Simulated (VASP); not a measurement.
The system is MgO (zincblende type).

```
Mg O
1.0
     0.00000    2.24068    2.24068
     2.24068    0.00000    2.24068
     2.24068    2.24068    0.00000
Mg O
1 1
Direct
  0.00000 0.00000 0.00000
  0.25000 0.25000 0.25000
```

Base run:

```yaml
Program: VASP 6.6.1
Functional: PBEsol
Dispersion: D4
Potentials_or_basis: VASP PAW PBE potentials, release 64 (Mg, O)
Cutoff: 520 eV
k_mesh: 16 × 16 × 16
Occupations: tetrahedron
Spin: no spin polarisation
```

Its results: band gap on the k mesh 3.84 eV; pressure 6.9 GPa.

Question: The run is repeated on the same cell with these changes: dispersion from D4 to none; occupations from tetrahedron to fermi-dirac, width 0.05 eV. What comes out?

Answer: Band gap on the k mesh 3.84 eV; pressure 8.3 GPa.

Caveats: the cell stands under pressure; the PAW data sets were made with another functional, which shifts forces and pressure a little.

A k mesh can miss the band edges.
